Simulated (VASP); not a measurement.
A run of VASP 6.6.1:

INCAR

```
SYSTEM = CuAu
PREC = Accurate
ENCUT = 520
EDIFF = 1E-6
ISMEAR = 0
SIGMA = 0.1
LREAL = .False.
LASPH = .True.
NELM = 60
ALGO = Normal
ISIF = 2
LWAVE = .False.
LCHARG = .False.
LDIPOL = .True.
IDIPOL = 3
DIPOL = 0.5 0.5 0.291
GGA = PE
NBANDS = 18
```

Contents of KPOINTS:

```
Automatic mesh
0
Gamma
  6 6 1
  0 0 0
```

The input POSCAR:

```
CuAu
1.0
    2.6998775075      0.0000000000      0.0000000000
    0.0000000000      2.6998775075      0.0000000000
    0.0000000000      0.0000000000     27.4849996800
Cu Au
1 1
Direct
    0.5000000000      0.5000000000      0.3256643002
    0.0000000000      0.0000000000      0.2564714169
```

Potentials or basis: VASP PAW PBE potentials, release 64 (Cu, Au).

Launch:

```console
$ cat potpaw_PBE.64/Cu/POTCAR potpaw_PBE.64/Au/POTCAR > POTCAR
$ mpirun -np 1 vasp_std > vasp.out
```

Hardware: 1 thread of Intel(R) Xeon(R) 6975P-C (Granite Rapids) (shared host).

Q: How long does it take, and how much memory?

A: Wall time 21 s on 1 thread of Intel(R) Xeon(R) 6975P-C (Granite Rapids), on a shared host, peak memory 0.29 GiB. Counts: scf iterations 20, k points 10.
